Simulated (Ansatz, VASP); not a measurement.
MnAs in VASP and in Ansatz

```
Mn As
1.0
     0.00000    2.82995    2.82995
     2.82995    0.00000    2.82995
     2.82995    2.82995    0.00000
Mn As
1 1
Cartesian
  0.0000 0.0000 0.0000
  1.4150 1.4150 1.4150
```

Alike in both runs: task single point; functional PBE; k mesh 12 × 12 × 12; occupations gaussian, width 0.05 eV; collinear spin.

|  | VASP | Ansatz |
| --- | --- | --- |
| version | VASP 6.6.1 | Ansatz 0.2.0 |
| potentials or method | VASP PAW PBE potentials, release 64 (Mn_pv, As), cutoff 520 eV | scalar-relativistic, plane waves, PAW |
| valence electrons in the cell | 18 | 30 |

```tsv
	VASP	Ansatz	Ansatz less VASP
pressure (GPa)	0.1	0.0	-0.07
net moment per atom (μB)	1.85	1.86	+0.005
size of the moment on the site where the two differ most (μB)	3.64	3.52	-0.120
```

Site moments also hang on the region over which each program counts them. With one functional, cell and mesh, what is left measures potentials, basis and numerics. VASP's potentials hold 18 valence electrons a cell and Ansatz's 30, so a difference there can come from the potentials and not from the codes. Ansatz's warnings: stability check not made.
